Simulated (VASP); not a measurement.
Here is a VASP 6.6.1 calculation.

The input INCAR:

```
PREC = Accurate
ENCUT = 520
EDIFF = 1E-6
ISMEAR = -1
SIGMA = 0.05
LREAL = False
LASPH = True
NELM = 80
ALGO = Normal
ISIF = 2
LWAVE = False
LCHARG = False
GGA = PE
NBANDS = 14
```

The input KPOINTS:

```
regular mesh
0
Gamma
  16 16 16
```

File POSCAR:

```
HfC
1.0
    0.0000000000      2.2786553605      2.2786553605
    2.2786553605      0.0000000000      2.2786553605
    2.2786553605      2.2786553605      0.0000000000
Hf C
1 1
Direct
    0.0000000000      0.0000000000      0.0000000000
    0.5000000000      0.5000000000      0.5000000000
```

Potentials or basis: VASP PAW PBE potentials, release 64 (Hf_pv, C).

Launch:

```sh
$ cat potpaw_PBE.64/Hf_pv/POTCAR potpaw_PBE.64/C/POTCAR > POTCAR
$ mpirun -np 1 vasp_std > vasp.out
```

Task: Estimate the band gap on the k mesh.

Result: Zero (bands 7 and 8 overlap by 1.46 eV).

Task: Predict the pressure.

Result: 15.8 GPa.

Caveat: the cell stands under pressure; spin-orbit coupling is left out, which moves the levels of the heavy elements.
